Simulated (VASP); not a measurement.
## Si: single point with PBE

Si:

```
CELL_PARAMETERS angstrom
3.83132 0.00000 0.00000
-1.91566 3.31802 0.00000
0.00000 0.00000 6.33262
ATOMIC_POSITIONS crystal
Si 0.24292 0.48584 0.96826
Si 0.66667 0.33333 0.56301
Si 0.33333 0.66667 0.43699
Si 0.66667 0.33333 0.93699
```

This cell differs from its parent crystal: atom 1 (Si) moved by (-0.600, -0.600) A along y and z.

```
Program                : VASP 6.6.1
Task                   : single point
Functional             : PBE
Potentials or basis    : VASP PAW PBE potentials, release 64 (Si)
Cutoff                 : 520 eV
k mesh                 : 12 × 12 × 6
Occupations            : gaussian, width 0.05 eV
Spin                   : no spin polarisation
Dipole correction      : no
Further INCAR settings : ALGO = Normal; EDIFF = 1e-07; NBANDS = 16
```

```json
{
 "Pressure": "11.6 GPa",
 "Largest force": "5.557 eV/Å",
 "Band gap on the k mesh": "zero (bands 8 and 9 overlap by 1.48 eV)"
}
```

Forces in eV/Å, atoms in the order of the input:
```
Si   0.000  4.674  3.005
Si   0.000  0.022 -0.716
Si   0.000 -0.275 -0.975
Si   0.000 -4.422 -1.313
```

Stress tensor (GPa, compression positive):
```
39.78  0.00  0.00
 0.00 -2.38 -0.48
 0.00 -0.48 -2.48
```

Levels at points of the mesh, in eV from the Fermi level:
| k point | band 4 | band 5 | band 6 | band 7 | band 8 | band 9 | band 10 | band 11 | band 12 | band 13 |
| --- | --- | --- | --- | --- | --- | --- | --- | --- | --- | --- |
| (0.00, 0.00, 0.00) | -3.82 | -0.86 | -0.39 | 0.21 | 0.55 | 1.06 | 1.41 | 2.37 | 2.85 | 3.31 |
| (0.50, 0.00, 0.00) | -6.44 | -3.78 | -2.77 | -2.54 | -1.37 | -0.12 | 2.03 | 2.77 | 4.53 | 4.81 |
| (0.00, 0.50, 0.00) | -5.13 | -4.62 | -4.42 | -1.80 | -1.40 | -0.77 | 2.05 | 3.13 | 3.70 | 3.92 |
| (0.00, 0.00, 0.50) | -3.79 | -2.74 | -0.71 | -0.57 | 0.49 | 0.73 | 1.15 | 2.30 | 3.18 | 3.33 |
| (0.50, 0.00, 0.50) | -6.94 | -2.62 | -2.33 | -1.80 | -0.64 | 0.00 | 0.05 | 1.53 | 1.82 | 5.98 |
| (0.00, 0.50, 0.50) | -5.86 | -4.56 | -2.85 | -2.05 | -0.98 | -0.57 | 1.45 | 1.51 | 2.74 | 5.26 |

Run time: 5.2 min on 1 thread of Intel Xeon 8259CL, with other jobs on the host, peak memory 0.34 GiB.

Caveat: the cell differs from its parent crystal (atom 1 (Si) moved by (-0.600, -0.600) A along y and z); the stress differs along the axes, from -2 to 40 GPa; forces of over 1 eV/Å act on the atoms, so gaps and moduli don't describe the material at rest.
